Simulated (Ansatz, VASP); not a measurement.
## Two plane-wave programs on Si16Au

```
Si Au
1.0
     0.00000    5.43000    5.43000
     5.43000    0.00000    5.43000
     5.43000    5.43000    0.00000
Si Au
16 1
Cartesian
  -0.1057 0.0171 -0.1103
  1.1311 1.5839 1.1345
  2.6978 2.8217 -0.1092
  4.1184 4.0276 1.2952
  2.4687 0.2467 2.4808
  3.9282 1.2572 3.9251
  5.5130 2.6356 2.5394
  6.8880 4.2196 3.9276
  -0.1192 2.8327 2.6887
  1.2961 4.0372 4.0986
  2.8726 5.2721 2.8587
  4.1064 6.8484 4.0998
  2.5321 2.6441 5.4996
  3.9130 4.2284 6.8821
  5.4976 5.6124 5.5026
  6.9594 6.6151 6.9490
  4.7018 3.4432 4.7012
```

Alike in both runs: functional PBE; k mesh 2 × 2 × 2; occupations fermi-dirac, width 0.05 eV; collinear spin.

Ansatz relaxed the structure, and its values are those at the end. VASP's run is a single point on that final structure, the one shown.

```csv
,VASP,Ansatz
version,VASP 6.6.1,Ansatz 0.2.0
potentials or method,"VASP PAW PBE potentials, release 64 (Si, Au), cutoff 520 eV","scalar-relativistic, plane waves, PAW"
valence electrons in the cell,75,83
```

```tsv
	VASP	Ansatz	Ansatz less VASP
rms of the force components (eV/Å)	0.010	0.008	-0.0016
net moment per atom (μB)	0.00	0.00	0.000
```

With one functional, cell and mesh, what is left measures potentials, basis and numerics. VASP's potentials hold 75 valence electrons a cell and Ansatz's 83, so a difference there can come from the potentials and not from the codes. Ansatz's warnings: seeded moment not kept.

The k mesh is coarse, so the values compare programs but aren't converged. Neither program's run includes spin-orbit coupling.
